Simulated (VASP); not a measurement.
A run of VASP 6.6.1:

Contents of INCAR:

```
SYSTEM = Y
PREC = Accurate
ENCUT = 520
EDIFF = 1E-7
ISMEAR = -1
SIGMA = 0.05
LREAL = .FALSE.
LASPH = .TRUE.
NELM = 100
ALGO = Normal
ISIF = 2
LWAVE = .FALSE.
LCHARG = .FALSE.
GGA = CA
NBANDS = 12
```

The input KPOINTS:

```
regular mesh
0
G
  13 13 13
  0 0 0
```

The input POSCAR:

```
Y
1.0
    0.0000000000      2.5098500000      2.4850000000
    2.5098500000      0.0000000000      2.4850000000
    2.5098500000      2.5098500000      0.0000000000
Y
1
Direct
    0.0000000000      0.0000000000      0.0000000000
```

Potentials or basis: VASP PAW LDA potentials, release 64 (Y_sv).

Launch:

```sh
$ cat potpaw_LDA.64/Y_sv/POTCAR > POTCAR
$ mpirun -np 1 vasp_std > vasp.out
```

Hardware: 1 thread of Intel(R) Xeon(R) 6975P-C (Granite Rapids) (shared host).

Estimate the wall time of this run.

Run time: 26 s on 1 thread of Intel(R) Xeon(R) 6975P-C (Granite Rapids) (shared host), peak memory 0.22 GiB. Counts: scf iterations 12, k points 196.
